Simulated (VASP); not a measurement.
# Ge (P1) in VASP: a series of runs

The runs below take Ge through single point, with PBEsol.

Program: VASP 6.6.1. These are calculated values, not measurements. Logs are shortened: lines on timing, memory, paths and dates and some standing lists are left out, and cuts for length are marked.

**1. The cell of the first run**

The typed cell holds 24 atoms: a = 7.743 Å, b = 7.758 Å, c = 7.758 Å, α = 80.03°, β = 79.79°, γ = 79.79°.

**2. Single point, PBEsol**

The input, INCAR:

```
ALGO     = Normal         # electronic algorithm
EDIFF    = 1E-6           # SCF threshold, eV
ENCUT    = 520            # plane-wave cutoff, eV
GGA      = PS             # functional
ISIF     = 2              # what is computed and relaxed
ISMEAR   = -1             # smearing method
LASPH    = True           # aspherical terms in the spheres
LCHARG   = False          # write CHGCAR
LREAL    = Auto         
LWAVE    = False          # write WAVECAR
NBANDS   = 186            # bands
NELM     = 60             # most SCF steps
PREC     = Accurate       # precision mode
SIGMA    = 0.0517         # smearing width, eV
```

The input, KPOINTS:

```
Automatic mesh
0
Gamma
  2 2 2
  0.5 0.5 0.5
```

The input, POSCAR:

```
Ge
1.0
    0.0000000000     -5.7330928960      5.2042578057
    4.9878589005      2.8665464480      5.2042578057
   -4.9878589005      2.8665464480      5.2042578057
Ge
24
Direct
    0.1724769416      0.4474194219      0.8754090749
    0.5268776854      0.7610581723      0.2129538545
    0.8421830729      0.0915961127      0.5278718863
    0.0239001145      0.7638511176      0.2291966590
    0.3116103762      0.0900824620      0.5798980420
    0.6508967662      0.4616546058      0.8861357393
    0.1511883842      0.8854993599      0.4587447057
    0.4978642393      0.2502574578      0.7740008218
    0.8442294989      0.5639399883      0.1048474105
    0.3085787022      0.5596902059      0.1050327978
    0.6853044344      0.8686672140      0.4367925273
   -0.0238938024      0.2069295144      0.7771423165
    0.4845942870      0.7527513514      0.7907746804
    0.8215057099      0.0945143358      0.0959355869
    0.1581808279      0.4100674664      0.4398299362
    0.8493188456      0.5730616377      0.5837676342
    0.1769556242      0.9230382147      0.8923571143
    0.5107217220      0.2528147095      0.2316854029
    0.3483502687      0.5770264462      0.5834572617
    0.6649374293      0.9291064560      0.8820042816
    0.0440906730      0.2438755995      0.2336666099
    0.9690687893      0.7622985182      0.7670035430
    0.3251026471      0.0653689842      0.1173975210
    0.6608783270      0.4290768057      0.4161524224
```

Potentials or basis: VASP PAW PBE potentials, release 64 (Ge_d).

Launch:

```console
$ cat potpaw_PBE.64/Ge_d/POTCAR > POTCAR
$ mpirun -np 1 vasp_std > vasp.out
```

OUTCAR:

```text
EDIFF = 1E-6
   ENCUT = 520
   GGA = PS
   ISIF = 2
   ISMEAR = -1
   LASPH = True
   LREAL = Auto
   NELM = 60
   PREC = Accurate

 ion  position               nearest neighbor table
   1  0.172  0.447  0.875-  10 2.56  19 2.57  22 2.75   8 2.77  12 2.88
   2  0.527  0.761  0.213-  11 2.61  23 2.66   9 2.73  20 2.79  10 2.81  24 2.90
   3  0.842  0.092  0.528-  11 2.54   7 2.66  12 2.69  21 2.74  24 2.81
   4  0.024  0.764  0.229-   7 2.56  10 2.61   9 2.65  17 2.84  11 2.89  14 2.89
   5  0.312  0.090  0.580-   7 2.56  17 2.67  15 2.69   8 2.82  12 2.85
   6  0.651  0.462  0.886-  13 2.46   8 2.53  16 2.66   9 2.75
   7  0.151  0.885  0.459-   4 2.56   5 2.56   3 2.66  22 2.67  19 2.72
   8  0.498  0.250  0.774-   6 2.53  20 2.66   1 2.77   5 2.82  19 2.87
   9  0.844  0.564  0.105-   4 2.65  24 2.72   2 2.73   6 2.75  21 2.81  22 2.90
  10  0.309  0.560  0.105-   1 2.56   4 2.61  18 2.74  15 2.79   2 2.81  13 2.89
  11  0.685  0.869  0.437-   3 2.54  16 2.60   2 2.61   4 2.89
  12  0.976  0.207  0.777-  17 2.58  14 2.62   3 2.69   5 2.85   1 2.88
  13  0.485  0.753  0.791-  20 2.38   6 2.46  17 2.57  19 2.73  10 2.89
  14  0.822  0.095  0.096-  12 2.62  18 2.63  21 2.69  20 2.81   4 2.89
  15  0.158  0.410  0.440-  21 2.57  19 2.62  16 2.65   5 2.69  10 2.79
  16  0.849  0.573  0.584-  22 2.59  11 2.60  24 2.61  15 2.65   6 2.66
  17  0.177  0.923  0.892-  13 2.57  12 2.58  22 2.60   5 2.67  23 2.72   4 2.84
  18  0.511  0.253  0.232-  23 2.57  14 2.63  24 2.66  10 2.74
  19  0.348  0.577  0.583-   1 2.57  15 2.62  24 2.70   7 2.72  13 2.73   8 2.87
  20  0.665  0.929  0.882-  13 2.38  22 2.57   8 2.66   2 2.79  14 2.81
  21  0.044  0.244  0.234-  23 2.48  15 2.57  14 2.69   3 2.74   9 2.81
  22  0.969  0.762  0.767-  20 2.57  16 2.59  17 2.60   7 2.67   1 2.75   9 2.90
  23  0.325  0.065  0.117-  21 2.48  18 2.57   2 2.66  17 2.72
  24  0.661  0.429  0.416-  16 2.61  18 2.66  19 2.70   9 2.72   3 2.81   2 2.90

  LATTYP: Found a base centered monoclinic cell.
 ALAT       =    11.8829942097
 B/A-ratio  =     0.8394953010
 C/A-ratio  =     0.6515958644
 COS(beta)  =    -0.2315018669

  Lattice vectors:

 A1 = (  -4.9878589005,  -2.8665464480,  -5.2042578057)
 A2 = (   4.9878589005,  -2.8665464480,  -5.2042578057)
 A3 = (   0.0000000000,  -5.7330928960,   5.2042578057)

Analysis of symmetry for initial positions (statically):
=====================================================================
 Subroutine PRICEL returns:
 Original cell was already a primitive cell.

 Routine SETGRP: Setting up the symmetry group for a
 base centered monoclinic supercell.

 Subroutine GETGRP returns: Found  1 space group operations
 (whereof  1 operations were pure point group operations)
 out of a pool of  4 trial point group operations.

The static configuration has the point symmetry C_1 .

Analysis of symmetry for dynamics (positions and initial velocities):
=====================================================================
 Subroutine PRICEL returns:
 Original cell was already a primitive cell.

 Routine SETGRP: Setting up the symmetry group for a
 base centered monoclinic supercell.

 Subroutine GETGRP returns: Found  1 space group operations
 (whereof  1 operations were pure point group operations)
 out of a pool of  4 trial point group operations.

The dynamic configuration has the point symmetry C_1 .

 Subroutine INISYM returns: Found  1 space group operations
 (whereof  1 operations are pure point group operations),
 and found     1 'primitive' translations

----------------------------------------------------------------------------------------

                                     Primitive cell

  volume of cell :     446.4607

  direct lattice vectors                    reciprocal lattice vectors
     0.000000000 -5.733092896  5.204257806     0.000000000 -0.116283946  0.064050119
     4.987858901  2.866546448  5.204257806     0.100243413  0.058141973  0.064050119
    -4.987858901  2.866546448  5.204257806    -0.100243413  0.058141973  0.064050119

  length of vectors
     7.742909883  7.757584950  7.757584950     0.132756823  0.132407132  0.132407132

  position of ions in fractional coordinates (direct lattice)
     0.172476942  0.447419422  0.875409075
     0.526877685  0.761058172  0.212953855
     0.842183073  0.091596113  0.527871886
     0.023900115  0.763851118  0.229196659
     0.311610376  0.090082462  0.579898042
     0.650896766  0.461654606  0.886135739
[... 16 lines left out ...]
     0.325102647  0.065368984  0.117397521
     0.660878327  0.429076806  0.416152422

  ion indices of the primitive-cell ions
   primitive index   ion index
                 1           1
                 2           2
                 3           3
                 4           4
                 5           5
                 6           6
[... 16 lines left out ...]
                23          23
                24          24

----------------------------------------------------------------------------------------

 KPOINTS: Automatic mesh

Automatic generation of k-mesh.
 Grid dimensions read from file:
 generate k-points for:    2    2    2

 Generating k-lattice:

  Cartesian coordinates                     Fractional coordinates (reciprocal lattice)
     0.000000000 -0.058141973  0.032025060     0.500000000 -0.000000000 -0.000000000
     0.050121707  0.029070987  0.032025060    -0.000000000  0.500000000  0.000000000
    -0.050121707  0.029070987  0.032025060    -0.000000000  0.000000000  0.500000000

  Length of vectors
     0.066378411  0.066203566  0.066203566

  Shift w.r.t. Gamma in fractional coordinates (k-lattice)
     0.500000000  0.500000000  0.500000000

 Subroutine IBZKPT returns following result:
 ===========================================

 Found      4 irreducible k-points:

 Following reciprocal coordinates:
            Coordinates               Weight
  0.250000  0.250000  0.250000      2.000000
 -0.250000  0.250000  0.250000      2.000000
  0.250000 -0.250000  0.250000      2.000000
 -0.250000 -0.250000  0.250000      2.000000
   k-points           NKPTS =      4   k-points in BZ     NKDIM =      4   number of bands    NBANDS=    186
   number of dos      NEDOS =    301   number of ions     NIONS =     24
   total plane-waves  NPLWV = 216000
   dimension x,y,z NGX =    60 NGY =   60 NGZ =   60
   dimension x,y,z NGXF=   120 NGYF=  120 NGZF=  120
   ions per type =              24
   NGX,Y,Z   is equivalent  to a cutoff of  12.88, 12.86, 12.86 a.u.
   NGXF,Y,Z  is equivalent  to a cutoff of  25.76, 25.72, 25.72 a.u.
 SYSTEM =  unknown system
   PREC   = accura    normal or accurate (medium, high low for compatibility)
   ISTART =      0    job   : 0-new  1-cont  2-samecut
   ICHARG =      2    charge: 1-file 2-atom 10-const
   ISPIN  =      1    spin polarized calculation?
   LNONCOLLINEAR =      F non collinear calculations
   LSORBIT =      F    spin-orbit coupling
   LASPH  =      T    aspherical Exc in radial PAW
   ENCUT  =  520.0 eV  38.22 Ry    6.18 a.u.  14.40 14.42 14.42*2*pi/ulx,y,z
   NELM   =     60;   NELMIN=  2; NELMDL= -5     # of ELM steps
   EDIFF  = 0.1E-05   stopping-criterion for ELM
   LREAL  =      T    real-space projection
   EDIFFG = 0.1E-04   stopping-criterion for IOM
   NSW    =      0    number of steps for IOM
   IBRION =     -1    ionic relax: 0-MD 1-quasi-New 2-CG
   NFREE  =      0    steps in history (QN), initial steepest desc. (CG)
   ISIF   =      2    stress and relaxation
   ISYM   =      2    0-nonsym 1-usesym 2-fastsym
   POTIM  = 0.5000    time-step for ionic-motion
   TEBEG  =    0.0;   TEEND  =   0.0 temperature during run
   PSTRESS=    0.0 pullay stress
   NELECT =     336.0000    total number of electrons
   NUPDOWN=      -1.0000    fix difference up-down
   EMIN   =  10.00;   EMAX   =-10.00  energy-range for DOS
   EFERMI =   0.00;   METHOD = LEGACY
   ISMEAR =    -1;   SIGMA  =   0.05  broadening in eV -4-tet -1-fermi 0-gaus
   EFERMI_NEDOS =   21; number of points for ismear=-14 and -15
   IALGO  =     38    algorithm
   IMIX   =      4    mixing-type and parameters
     AMIX     =   0.40;   BMIX     =  1.00
     AMIX_MAG =   1.60;   BMIX_MAG =  1.00
  volume/ion in A,a.u.               =      18.60       125.54
  Fermi-wavevector in a.u.,A,eV,Ry     =   1.489110  2.814010 30.170231  2.217449
  Thomas-Fermi vector in A             =   2.602060
   LORBIT       =      0    0 simple, 1 ext, 2 COOP (PROOUT), +10 PAW based schemes
   GGA     = PS    functional components
   LHFCALC =     F    Hartree Fock is set to
   AEXX    =    0.0000 exact exchange contribution
   IVDW    =     0    specifies the selected vdW correction
   LEPSILON=     F    determine dielectric tensor
   LRPA    =     F    only Hartree local field effects (RPA)
 non-spin polarized calculation
  energy-cutoff  :      520.00
  volume of cell :      446.46
 maximum number of plane-waves:     12037
 NGX is ok and might be reduce to    60
   NGX = 29   NGY = 29   NGZ = 29

 number of electron     335.9999965 magnetization

 Free energy of the ion-electron system (eV)
  ---------------------------------------------------
  ext. energy  EPLUGINS =         0.00000000
  ---------------------------------------------------
  free energy    TOTEN  =      -113.07383542 eV

  energy without entropy =     -112.98838239  energy(sigma->0) =     -113.03110890

 E-fermi :   6.9560     XC(G=0): -11.4360

 val. band max:        6.8240863508   @ k =   0.2500   0.2500   0.2500
 cond. band min:       6.9966424711   @ k =   0.2500   0.2500   0.2500
 fundamental gap:      0.1725561203
 Fermi energy:         6.9559598422

 k-point     1 :       0.2500    0.2500    0.2500
  band No.  band energies     occupation
      1     -18.1545      2.00000
      2     -18.0996      2.00000
      3     -18.0861      2.00000
      4     -18.0769      2.00000
      5     -18.0708      2.00000
      6     -18.0636      2.00000
[... 172 lines left out ...]
    179       8.9518      0.00000
    180       9.1217      0.00000

 k-point     2 :      -0.2500    0.2500    0.2500
  band No.  band energies     occupation
      1     -18.1551      2.00000
      2     -18.0997      2.00000
      3     -18.0883      2.00000
      4     -18.0781      2.00000
      5     -18.0703      2.00000
      6     -18.0603      2.00000
[... 172 lines left out ...]
    179       8.3406      0.00000
    180       8.4205      0.00000

 k-point     3 :       0.2500   -0.2500    0.2500
  band No.  band energies     occupation
      1     -18.1551      2.00000
      2     -18.0999      2.00000
      3     -18.0875      2.00000
      4     -18.0786      2.00000
      5     -18.0670      2.00000
      6     -18.0626      2.00000
[... 172 lines left out ...]
    179       8.3632      0.00000
    180       8.5085      0.00000

 k-point     4 :      -0.2500   -0.2500    0.2500
  band No.  band energies     occupation
      1     -18.1549      2.00000
      2     -18.1003      2.00000
      3     -18.0866      2.00000
      4     -18.0780      2.00000
      5     -18.0648      2.00000
      6     -18.0627      2.00000
[... 172 lines left out ...]
    179       8.5895      0.00000
    180       8.7538      0.00000
 [bands above 180 left out]

------------------------ aborting loop because EDIFF is reached ----------------------------------------

  FORCE on cell =-STRESS in cart. coord.  units (eV):
  Direction    XX          YY          ZZ          XY          YZ          ZX
  --------------------------------------------------------------------------------------
  -------------------------------------------------------------------------------------
  Total       -0.9726729     -1.0918620      3.5871678     -0.1498819     -0.0651229      0.0899975
  in kB       -3.4905527     -3.9182770     12.8729794     -0.5378690     -0.2337012      0.3229667
  external PRESSURE =       1.8213833 kB  Pullay stress =       0.0000000 kB

 VOLUME and BASIS-vectors are now :
 -----------------------------------------------------------------------------
  energy-cutoff  :      520.00
  volume of cell :      446.46
      direct lattice vectors                 reciprocal lattice vectors
     0.000000000 -5.733092896  5.204257806     0.000000000 -0.116283946  0.064050119
     4.987858901  2.866546448  5.204257806     0.100243413  0.058141973  0.064050119
    -4.987858901  2.866546448  5.204257806    -0.100243413  0.058141973  0.064050119

 POSITION                                       TOTAL-FORCE (eV/Angst)
 -----------------------------------------------------------------------------------
     -2.13475      2.80312      7.78195        -0.430293      0.097732     -0.445672
      2.73387     -0.22859      7.81102         0.072060      0.132339     -0.101022
     -2.17608     -3.05258      7.60681         0.388520      0.404368      0.311173
      2.66678      2.70960      5.29246         0.579049      0.478176     -0.016247
     -2.44313      0.13404      5.10845         0.701095     -0.509322      0.429601
     -2.11725      0.13185     10.40168        -0.799098     -0.710700      0.209046
[... 16 lines left out ...]
     -0.25951     -1.33994      2.64308         0.280277     -0.369840     -0.149774
      0.06447     -1.36599      7.83817        -0.372781      0.206019     -0.259588
 -----------------------------------------------------------------------------------
    total drift:                                0.002486     -0.003370      0.003394

  FREE ENERGIE OF THE ION-ELECTRON SYSTEM (eV)
  ---------------------------------------------------
  free  energy   TOTEN  =      -113.0738354217 eV

  energy  without entropy=     -112.9883823881  energy(sigma->0) =     -113.03110890
```

It took 15 min on 1 thread of Intel Xeon Platinum 8259CL at 2.50GHz (Skylake/Cascade Lake), shared host; peak memory 0.61 GiB.

What came out:

| Property | Result |
| --- | --- |
| Free energy | -113.0738 eV |
| Pressure | 0.2 GPa |
| Largest force | 1.270 eV/Å |

Forces in eV/Å, atoms in the order of the input:
```
Ge  -0.430  0.098 -0.446
Ge   0.072  0.132 -0.101
Ge   0.389  0.404  0.311
Ge   0.579  0.478 -0.016
Ge   0.701 -0.509  0.430
Ge  -0.799 -0.711  0.209
Ge  -0.069 -0.420 -0.047
Ge  -0.463 -0.027 -0.379
Ge  -0.215  0.024 -0.370
Ge  -0.410 -0.301  0.399
Ge   0.046  0.525 -0.147
Ge   0.520  0.102  0.449
Ge   0.707  0.230 -1.027
Ge  -0.452  0.017 -0.032
Ge  -0.110  0.200  0.045
Ge  -0.040 -0.407 -0.290
Ge  -0.536  0.082  0.245
Ge   0.010 -0.048  0.263
Ge   0.635 -0.339 -0.141
Ge   0.052 -0.041  1.269
Ge   0.187  0.753 -0.392
Ge  -0.282 -0.080  0.178
Ge   0.280 -0.370 -0.150
Ge  -0.373  0.206 -0.260
```

Stress tensor (GPa, compression positive):
```
-0.35 -0.05  0.03
-0.05 -0.39 -0.02
 0.03 -0.02  1.29
```

Caveat: the k points lie up to 0.42 Å⁻¹ apart; the atoms stand as in a frame of molecular dynamics; the PAW data sets were made with another functional, which shifts forces and pressure a little.

**3. Single point, PBEsol**

The input, INCAR:

```
SYSTEM = Ge
  PREC = Accurate
  ENCUT = 520
  EDIFF = 1E-6
  ISMEAR = -1
  SIGMA = 0.1293
  LREAL = Auto
  LASPH = .True.
  NELM = 80
  ALGO = Normal
  ISIF = 2
  LWAVE = .False.
  LCHARG = .False.
  GGA = PS
  NBANDS = 186
```

KPOINTS is that of step 2.

The input, POSCAR:

```
Ge
1.0
    0.0000000000     -5.7893032736      5.2552831948
    5.0367625965      2.8946516368      5.2552831948
   -5.0367625965      2.8946516368      5.2552831948
Ge
24
Direct
    0.2416531990      0.4949335644      0.9300958255
    0.4684103688      0.8053230926      0.2393033636
    0.8654959741      0.1121787655      0.5081102715
   -0.0564849317      0.7651775750      0.2369418384
    0.3569856788      0.0525348734      0.6236429899
    0.6803003599      0.3839704824      0.8918846338
    0.1102667639      0.8865360152      0.5564219850
    0.4218646287      0.2572157358      0.7556668642
    0.7577790653      0.5996725234      0.1162560523
    0.2708811438      0.5933272463      0.2116674077
    0.6208398916      0.9281671170      0.4456974843
   -0.0419290946      0.1637840402      0.8171926408
    0.5455277697      0.7292665075      0.7379935418
    0.8524824082      0.0846598053      0.1320696237
    0.0914237093      0.3258556446      0.4793474928
    0.8771603438      0.6011780794      0.5717020029
    0.2381865623      0.8510451602      0.9129958664
    0.5219755209      0.2937908444      0.1976014786
    0.3121992981      0.5854445164      0.5188183863
    0.6670086329      1.0166478889      0.8927218575
    0.0081919847      0.3496467282      0.1613059077
    0.8920600092      0.7701360015      0.8172777906
    0.2765807385      0.1281961561      0.1100545426
    0.6268318177      0.4184530801      0.4866452955
```

Potentials or basis: VASP PAW PBE potentials, release 64 (Ge_d).

Launch:

```console
$ cat potpaw_PBE.64/Ge_d/POTCAR > POTCAR
$ mpirun -np 1 vasp_std > vasp.out
```

Run time: 16 min. Hardware: 1 thread of Oxide Virtual Turin-like, shared host; peak memory 0.59 GiB.

The run converged. Its results:

- Free energy: -109.9876 eV
- Pressure: 3.4 GPa
- Largest force: 2.937 eV/Å
- Band gap on the k mesh: zero (bands 168 and 169 overlap by 0.24 eV)

Forces in eV/Å, atoms in the order of the input:
```
Ge   0.562 -0.105 -0.778
Ge   0.892 -0.302  0.150
Ge   0.562  1.322 -0.560
Ge  -0.501 -0.189  0.518
Ge   0.454  0.475 -2.863
Ge   0.969  0.362  0.188
Ge  -0.292 -1.341  0.150
Ge   0.040  0.577  2.666
Ge  -0.129  0.387 -0.184
Ge  -0.190  0.011 -0.316
Ge   0.289 -0.766  0.040
Ge   0.761 -0.702  0.191
Ge  -0.647 -0.339 -0.062
Ge  -0.766  0.749  0.279
Ge   0.116 -0.582  0.792
Ge   0.304 -0.071 -0.757
Ge   0.117  0.638  0.286
Ge  -0.624  0.311 -0.081
Ge  -0.398  0.554  0.384
Ge  -0.154  1.007 -0.408
Ge  -0.187  0.361  0.056
Ge  -0.760 -0.702  0.078
Ge  -0.568 -1.224  0.273
Ge   0.150 -0.429 -0.041
```

Stress tensor (GPa, compression positive):
```
 2.84 -0.02  0.11
-0.02  4.07  0.75
 0.11  0.75  3.24
```

Levels at points of the mesh, in eV from the Fermi level:
| k point | band 164 | band 165 | band 166 | band 167 | band 168 | band 169 | band 170 | band 171 | band 172 | band 173 |
| --- | --- | --- | --- | --- | --- | --- | --- | --- | --- | --- |
| (0.25, 0.25, 0.25) | -0.47 | -0.30 | -0.07 | 0.14 | 0.20 | 0.28 | 0.33 | 0.62 | 0.81 | 1.02 |

Caveat: the k points lie up to 0.41 Å⁻¹ apart; the atoms stand as in a frame of molecular dynamics; semilocal functionals underestimate gaps, so a narrow gap can read as zero; the PAW data sets were made with another functional, which shifts forces and pressure a little.

[end of part 1 of 2]
